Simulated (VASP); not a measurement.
# MgO (Fm-3m) in VASP: single point with PBE

Aim: the single point of MgO with PBE.

Program: VASP 6.6.1. These are calculated values, not measurements. Logs are shortened: lines on timing, memory, paths and dates and some standing lists are left out, and cuts for length are marked.

**1. The cell of the first run**

It takes space group Fm-3m (No. 225, cubic). Conventional cell: a = 4.220 Å, b = 4.220 Å, c = 4.220 Å, α = 90.00°, β = 90.00°, γ = 90.00°. Mg (site symmetry m-3m) has 6 O at 2.11 Å within 2.8 Å. Within 2.8 Å of O (site symmetry m-3m) lie 6 Mg at 2.11 Å.

**2. Single point, PBE**

INCAR

```
  ALGO = Normal
  EDIFF = 1E-6
  ENCUT = 840
  GGA = PE
  GGA_COMPAT = False
  ISIF = 2
  ISMEAR = 0
  LASPH = True
  LCHARG = False
  LREAL = False
  LWAVE = False
  NBANDS = 15
  NELM = 120
  PREC = Accurate
  SIGMA = 0.1
```

KPOINTS

```
k-points
0
Gamma
  8 8 8
```

POSCAR

```
MgO
1.0
    0.0000000000      2.1100000000      2.1100000000
    2.1100000000      0.0000000000      2.1100000000
    2.1100000000      2.1100000000      0.0000000000
Mg O
1 1
Direct
    0.0000000000      0.0000000000      0.0000000000
    0.5000000000      0.5000000000      0.5000000000
```

Potentials or basis: VASP PAW PBE potentials, release 64 (Mg_sv, O).

The run is started by

```bash
> cat potpaw_PBE.64/Mg_sv/POTCAR potpaw_PBE.64/O/POTCAR > POTCAR
> mpirun -np 1 vasp_std > vasp.out
```

OUTCAR:

```text
EDIFF = 1E-6
   ENCUT = 840
   GGA = PE
   ISIF = 2
   ISMEAR = 0
   LASPH = True
   LREAL = False
   NELM = 120
   PREC = Accurate

 ion  position               nearest neighbor table
   1  0.000  0.000  0.000-   2 2.11   2 2.11   2 2.11   2 2.11   2 2.11   2 2.11
   2  0.500  0.500  0.500-   1 2.11   1 2.11   1 2.11   1 2.11   1 2.11   1 2.11

  LATTYP: Found a face centered cubic cell.
 ALAT       =     4.2200000000

  Lattice vectors:

 A1 = (   0.0000000000,   2.1100000000,   2.1100000000)
 A2 = (   2.1100000000,   0.0000000000,   2.1100000000)
 A3 = (   2.1100000000,   2.1100000000,   0.0000000000)

Analysis of symmetry for initial positions (statically):
=====================================================================
 Subroutine PRICEL returns:
 Original cell was already a primitive cell.

 Routine SETGRP: Setting up the symmetry group for a
 face centered cubic supercell.

 Subroutine GETGRP returns: Found 48 space group operations
 (whereof 48 operations were pure point group operations)
 out of a pool of 48 trial point group operations.

The static configuration has the point symmetry O_h .

Analysis of symmetry for dynamics (positions and initial velocities):
=====================================================================
 Subroutine PRICEL returns:
 Original cell was already a primitive cell.

 Routine SETGRP: Setting up the symmetry group for a
 face centered cubic supercell.

 Subroutine GETGRP returns: Found 48 space group operations
 (whereof 48 operations were pure point group operations)
 out of a pool of 48 trial point group operations.

The dynamic configuration has the point symmetry O_h .

 Subroutine INISYM returns: Found 48 space group operations
 (whereof 48 operations are pure point group operations),
 and found     1 'primitive' translations

----------------------------------------------------------------------------------------

                                     Primitive cell

  volume of cell :      18.7879

  direct lattice vectors                    reciprocal lattice vectors
     0.000000000  2.110000000  2.110000000    -0.236966825  0.236966825  0.236966825
     2.110000000  0.000000000  2.110000000     0.236966825 -0.236966825  0.236966825
     2.110000000  2.110000000  0.000000000     0.236966825  0.236966825 -0.236966825

  length of vectors
     2.983990617  2.983990617  2.983990617     0.410438580  0.410438580  0.410438580

  position of ions in fractional coordinates (direct lattice)
     0.000000000  0.000000000  0.000000000
     0.500000000  0.500000000  0.500000000

  ion indices of the primitive-cell ions
   primitive index   ion index
                 1           1
                 2           2

----------------------------------------------------------------------------------------

 KPOINTS: k-points

Automatic generation of k-mesh.
 Grid dimensions read from file:
 generate k-points for:    8    8    8

 Generating k-lattice:

  Cartesian coordinates                     Fractional coordinates (reciprocal lattice)
    -0.029620853  0.029620853  0.029620853     0.125000000  0.000000000  0.000000000
     0.029620853 -0.029620853  0.029620853     0.000000000  0.125000000  0.000000000
     0.029620853  0.029620853 -0.029620853     0.000000000  0.000000000  0.125000000

  Length of vectors
     0.051304822  0.051304822  0.051304822

  Shift w.r.t. Gamma in fractional coordinates (k-lattice)
     0.000000000  0.000000000  0.000000000

 Subroutine IBZKPT returns following result:
 ===========================================

 Found     29 irreducible k-points:

 Following reciprocal coordinates:
            Coordinates               Weight
  0.000000  0.000000  0.000000      1.000000
  0.125000  0.000000  0.000000      8.000000
  0.250000  0.000000  0.000000      8.000000
  0.375000  0.000000  0.000000      8.000000
  0.500000  0.000000  0.000000      4.000000
  0.125000  0.125000  0.000000      6.000000
[... 16 lines left out ...]
  0.500000  0.250000  0.125000     48.000000
 -0.375000  0.250000  0.125000     24.000000
 [... further k-points ...]
   k-points           NKPTS =     29   k-points in BZ     NKDIM =     29   number of bands    NBANDS=     15
   number of dos      NEDOS =    301   number of ions     NIONS =      2
   total plane-waves  NPLWV =  21952
   dimension x,y,z NGX =    28 NGY =   28 NGZ =   28
   dimension x,y,z NGXF=    56 NGYF=   56 NGZF=   56
   ions per type =               1   1
   NGX,Y,Z   is equivalent  to a cutoff of  15.60, 15.60, 15.60 a.u.
   NGXF,Y,Z  is equivalent  to a cutoff of  31.20, 31.20, 31.20 a.u.
 SYSTEM =  unknown system
   PREC   = accura    normal or accurate (medium, high low for compatibility)
   ISTART =      0    job   : 0-new  1-cont  2-samecut
   ICHARG =      2    charge: 1-file 2-atom 10-const
   ISPIN  =      1    spin polarized calculation?
   LNONCOLLINEAR =      F non collinear calculations
   LSORBIT =      F    spin-orbit coupling
   LASPH  =      T    aspherical Exc in radial PAW
   ENCUT  =  840.0 eV  61.74 Ry    7.86 a.u.   7.05  7.05  7.05*2*pi/ulx,y,z
   NELM   =    120;   NELMIN=  2; NELMDL= -5     # of ELM steps
   EDIFF  = 0.1E-05   stopping-criterion for ELM
   LREAL  =      F    real-space projection
   EDIFFG = 0.1E-04   stopping-criterion for IOM
   NSW    =      0    number of steps for IOM
   IBRION =     -1    ionic relax: 0-MD 1-quasi-New 2-CG
   NFREE  =      0    steps in history (QN), initial steepest desc. (CG)
   ISIF   =      2    stress and relaxation
   ISYM   =      2    0-nonsym 1-usesym 2-fastsym
   POTIM  = 0.5000    time-step for ionic-motion
   TEBEG  =    0.0;   TEEND  =   0.0 temperature during run
   PSTRESS=    0.0 pullay stress
   NELECT =      16.0000    total number of electrons
   NUPDOWN=      -1.0000    fix difference up-down
   EMIN   =  10.00;   EMAX   =-10.00  energy-range for DOS
   EFERMI =   0.00;   METHOD = LEGACY
   ISMEAR =     0;   SIGMA  =   0.10  broadening in eV -4-tet -1-fermi 0-gaus
   EFERMI_NEDOS =   21; number of points for ismear=-14 and -15
   IALGO  =     38    algorithm
   IMIX   =      4    mixing-type and parameters
     AMIX     =   0.40;   BMIX     =  1.00
     AMIX_MAG =   1.60;   BMIX_MAG =  1.00
  volume/ion in A,a.u.               =       9.39        63.39
  Fermi-wavevector in a.u.,A,eV,Ry     =   1.551752  2.932386 32.761943  2.407935
  Thomas-Fermi vector in A             =   2.656226
   LORBIT       =      0    0 simple, 1 ext, 2 COOP (PROOUT), +10 PAW based schemes
   GGA     = PE    functional components
   LHFCALC =     F    Hartree Fock is set to
   AEXX    =    0.0000 exact exchange contribution
   IVDW    =     0    specifies the selected vdW correction
   LEPSILON=     F    determine dielectric tensor
   LRPA    =     F    only Hartree local field effects (RPA)
 non-spin polarized calculation
 Gauss-broadening in eV      SIGMA  =   0.10
  energy-cutoff  :      840.00
  volume of cell :       18.79
 maximum number of plane-waves:      1056
   NGX = 15   NGY = 15   NGZ = 15

 number of electron      15.9999995 magnetization

 Free energy of the ion-electron system (eV)
  ---------------------------------------------------
  ext. energy  EPLUGINS =         0.00000000
  ---------------------------------------------------
  free energy    TOTEN  =       -11.87795719 eV

  energy without entropy =      -11.87795719  energy(sigma->0) =      -11.87795719

 E-fermi :   3.4007     XC(G=0): -11.3627

 val. band max:        2.8749267432   @ k =   0.0000   0.0000   0.0000
 cond. band min:       7.5600891984   @ k =   0.0000   0.0000   0.0000
 fundamental gap:      4.6851624552
 Fermi energy:         3.4007005122

 k-point     1 :       0.0000    0.0000    0.0000
  band No.  band energies     occupation
      1     -69.4127      2.00000
      2     -36.1381      2.00000
      3     -36.1381      2.00000
      4     -36.1381      2.00000
      5     -14.3449      2.00000
      6       2.8749      2.00000
      7       2.8749      2.00000
      8       2.8749      2.00000
      9       7.5601      0.00000
     10      18.6488      0.00000
     11      18.6488      0.00000
     12      18.6488      0.00000
     13      22.5469      0.00000
     14      24.3215      0.00000
     15      24.3215      0.00000

 k-point     2 :       0.1250    0.0000    0.0000
  band No.  band energies     occupation
      1     -69.4112      2.00000
      2     -36.1506      2.00000
      3     -36.1393      2.00000
      4     -36.1393      2.00000
      5     -14.1788      2.00000
      6       1.9251      2.00000
      7       2.7727      2.00000
      8       2.7727      2.00000
      9       8.4738      0.00000
     10      16.9715      0.00000
     11      19.0049      0.00000
     12      19.0049      0.00000
     13      23.3565      0.00000
     14      23.3565      0.00000
     15      24.7007      0.00000

 k-point     3 :       0.2500    0.0000    0.0000
  band No.  band energies     occupation
      1     -69.4084      2.00000
      2     -36.1808      2.00000
      3     -36.1424      2.00000
      4     -36.1424      2.00000
      5     -13.7488      2.00000
      6       0.2316      2.00000
      7       2.5367      2.00000
      8       2.5367      2.00000
      9       9.9225      0.00000
     10      15.4209      0.00000
     11      19.4939      0.00000
     12      19.4939      0.00000
     13      22.9641      0.00000
     14      22.9641      0.00000
     15      24.8297      0.00000
[... 343 lines left out ...]
 k-point    23 :       0.5000    0.2500    0.1250
  band No.  band energies     occupation
      1     -69.4039      2.00000
      2     -36.2025      2.00000
      3     -36.1654      2.00000
      4     -36.1513      2.00000
      5     -13.0764      2.00000
      6      -0.8024      2.00000
      7       1.1683      2.00000
      8       2.0153      2.00000
      9      12.3306      0.00000
     10      14.4955      0.00000
     11      16.7646      0.00000
     12      19.9714      0.00000
     13      22.5091      0.00000
     14      25.2199      0.00000
     15      28.8416      0.00000

 k-point    24 :      -0.3750    0.2500    0.1250
  band No.  band energies     occupation
      1     -69.4030      2.00000
      2     -36.2093      2.00000
      3     -36.1675      2.00000
      4     -36.1539      2.00000
      5     -12.9111      2.00000
      6      -1.0908      2.00000
      7       0.9624      2.00000
      8       1.8970      2.00000
      9      12.5139      0.00000
     10      15.0282      0.00000
     11      16.3366      0.00000
     12      19.7255      0.00000
     13      23.3447      0.00000
     14      24.8934      0.00000
     15      28.9782      0.00000

 [... further k-points ...]
[... 5 lines left out ...]
  --------------------------------------------------------------------------------------
  -------------------------------------------------------------------------------------
  Total        0.4494601      0.4494601      0.4494601     -0.0000000     -0.0000000      0.0000000
  in kB       38.3287282     38.3287282     38.3287282     -0.0000000     -0.0000000      0.0000000
  external PRESSURE =      38.3287282 kB  Pullay stress =       0.0000000 kB

 VOLUME and BASIS-vectors are now :
 -----------------------------------------------------------------------------
  energy-cutoff  :      840.00
  volume of cell :       18.79
      direct lattice vectors                 reciprocal lattice vectors
     0.000000000  2.110000000  2.110000000    -0.236966825  0.236966825  0.236966825
     2.110000000  0.000000000  2.110000000     0.236966825 -0.236966825  0.236966825
     2.110000000  2.110000000  0.000000000     0.236966825  0.236966825 -0.236966825

 POSITION                                       TOTAL-FORCE (eV/Angst)
 -----------------------------------------------------------------------------------
      0.00000      0.00000      0.00000        -0.000000     -0.000000     -0.000000
      2.11000      2.11000      2.11000         0.000000      0.000000      0.000000
 -----------------------------------------------------------------------------------
    total drift:                                0.000000      0.000000      0.000000

  FREE ENERGIE OF THE ION-ELECTRON SYSTEM (eV)
  ---------------------------------------------------
  free  energy   TOTEN  =       -11.8779571882 eV

  energy  without entropy=      -11.8779571882  energy(sigma->0) =      -11.87795719
```

Run time: 14 s. Hardware: 1 thread of Intel Xeon Platinum 8259CL at 2.50GHz (Skylake/Cascade Lake), shared host; peak memory 0.16 GiB.

What came out:

| Item | Value |
| --- | --- |
| Free energy | -11.8780 eV |
| Pressure | 3.8 GPa |
| Band gap on the k mesh | 4.69 eV |

Caveat: the cell stands under pressure.
